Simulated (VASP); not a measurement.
Write the native input for VASP 6.6.1 that does the following.

```
Task                   : single point
Functional             : LDA
Potentials or basis    : VASP PAW LDA potentials, release 64 (Ru_pv, S)
Cutoff                 : 520 eV
k mesh                 : 6 × 6 × 6
Occupations            : gaussian, width 0.05 eV
Spin                   : collinear spin, ferromagnetic start
Starting moments       : [4.0, 4.0, 0.0, 0.0] μB
Hubbard terms          : Ru d U = 2.0 eV, J = 0.9 eV
Dipole correction      : no
LDAUTYPE               : 1
Hund's J               : 0.9
Further INCAR settings : ALGO = Normal; EDIFF = 1e-06; NBANDS = 32
```

The structure of RuS lies in POSCAR:

```
RuS
1.0
    0.0000000000      2.5467554600      2.5467554600
    2.5467554600      0.0000000000      2.5467554600
    5.0935109200      5.0935109200      0.0000000000
Ru S
2 2
Direct
    0.5000000000      0.5000000000      0.2500000000
    0.5000000000      0.5000000000      0.7500000000
    0.0000000000      0.0000000000      0.0000000000
    0.0000000000      0.0000000000      0.5000000000
```

These files were run (other wordings do the same):

INCAR

```
PREC = Accurate
ENCUT = 520
EDIFF = 1E-6
ISMEAR = 0
SIGMA = 0.05
LREAL = False
LASPH = True
NELM = 150
ALGO = Normal
ISIF = 2
LWAVE = False
LCHARG = True
ISPIN = 2
MAGMOM = 4 4 0 0
LORBIT = 11
LMAXMIX = 4
LDAU = True
LDAUTYPE = 1
LDAUL = 2 -1
LDAUU = 2 0
LDAUJ = 0.9 0
LDAUPRINT = 1
GGA = CA
LELF = True
LVHAR = True
NBANDS = 32
```

KPOINTS

```
Automatic mesh
0
Gamma
  6 6 6
```

Potentials or basis: VASP PAW LDA potentials, release 64 (Ru_pv, S).

Run with:

```bash
$ cat potpaw_LDA.64/Ru_pv/POTCAR potpaw_LDA.64/S/POTCAR > POTCAR
$ mpirun -np 1 vasp_std > vasp.out
```

Results of the run:

```json
{
 "Pressure": "-22.1 GPa",
 "Net moment": "2.13 μB per cell",
 "Site moments": "Ru +0.93; S +0.07 μB",
 "Valence electrons inside the program's atomic spheres": "Ru 12.43; S 3.60"
}
```

Caveat: the cell stands under tension.

Wall time 3.8 min on 1 thread of Intel(R) Xeon(R) Platinum 8259CL CPU @ 2.50GHz (Skylake/Cascade Lake), on a shared host, peak memory 0.23 GiB.
